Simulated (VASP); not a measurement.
**BN: single point with PBE**

Crystal: BN.

```
B N
1.0
     2.49824    0.00000    0.00000
    -1.24912    2.16354    0.00000
     0.00000    0.00000    6.63570
B N
2 2
Direct
  0.33333 0.66667 0.25000
  0.66667 0.36333 0.75000
  0.33333 0.66667 0.75000
  0.66667 0.33333 0.25000
```

```
Program                : VASP 6.6.1
Task                   : single point
Functional             : PBE
Potentials or basis    : VASP PAW PBE potentials, release 64 (B, N)
Cutoff                 : 600 eV
k mesh                 : 7 × 7 × 3
Occupations            : fermi-dirac, width 0.01 eV
Spin                   : no spin polarisation
Dipole correction      : no
Further INCAR settings : ALGO = Normal; EDIFF = 1e-06; NBANDS = 16
```

* Pressure: 6.1 GPa
* Largest force: 3.197 eV/Å
* Band gap on the k mesh: 4.29 eV, indirect (least direct gap 4.45 eV)

Forces in eV/Å, atoms in the order of the input:
```
B    0.000 -0.001  0.000
B    1.909 -2.565  0.000
N   -1.909  2.564  0.000
N    0.000  0.002  0.000
```

Stress tensor (GPa, compression positive):
```
11.44 -2.64  0.00
-2.64  4.01  0.00
 0.00  0.00  2.74
```

Levels at points of the mesh, in eV from the valence-band top:
| k point | band 5 | band 6 | band 7 | band 8 | band 9 | band 10 | band 11 | band 12 |
| --- | --- | --- | --- | --- | --- | --- | --- | --- |
| (0.00, 0.00, 0.00) | -2.16 | -1.30 | -1.30 | -0.43 | 5.27 | 10.36 | 10.51 | 11.67 |

Run time: 30 s on 1 thread of Intel(R) Xeon(R) Platinum 8488C (Sapphire Rapids) (shared host), peak memory 0.16 GiB.

Caveat: this functional lacks dispersion, which binds the layers, so the pressure and a relaxed spacing across them are unreliable; forces of over 1 eV/Å act on the atoms, so gaps and moduli don't describe the material at rest. A k mesh can miss the band edges.
